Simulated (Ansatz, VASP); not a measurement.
**Two plane-wave programs on Ge2PdF6**

```xyz
9
Lattice="0.0000 3.6922 3.6922 3.6922 0.0000 3.6922 3.6922 3.6922 0.0000" Properties=species:S:1:pos:R:3 pbc="T T T"
Ge    5.5384    5.5384    5.5384
Ge    1.8461    1.8461    1.8461
Pd    0.0000    0.0000    0.0000
F     0.0000    1.8461    1.8461
F     3.6922    1.8461    1.8461
F     1.8461    0.0000    1.8461
F     1.8461    3.6922    1.8461
F     1.8461    1.8461    0.0000
F     1.8461    1.8461    3.6922
```

Change from the starting cell: ordered vacancies on the A sites of perovskite (Fm-3m, No. 225).

Alike in both runs: task relaxation of cell and atoms; functional PBE; k mesh 4 × 4 × 4; occupations gaussian, width 0.1 eV; no spin polarisation.

|  | VASP | Ansatz |
| --- | --- | --- |
| version | VASP 6.6.1 | Ansatz 0.2.0 |
| potentials or method | VASP PAW PBE potentials, release 64 (Ge_d, Pd, F), cutoff 600 eV | scalar-relativistic, plane waves, PAW |
| valence electrons in the cell | 80 | 88 |

|  | VASP | Ansatz | Ansatz less VASP |
| --- | --- | --- | --- |
| gap on the k mesh at the Fermi level, each at its own relaxed structure (eV) | none | none | - |
| relaxed volume (Å³/atom) | 15.56 | 15.71 | +0.141 |
| relaxed cell length with the largest relative difference (Å) | 5.830 | 5.847 | +0.0175 |

A gap of «none» marks a metal or a gap that the smearing closes. VASP's potentials hold 80 valence electrons a cell and Ansatz's 88, so a difference there can come from the potentials and not from the codes.

The k mesh is coarse, so the values compare programs but aren't converged. Noted on VASP's run: the volume moved by over 15 % at a fixed basis, so the end points are rough.
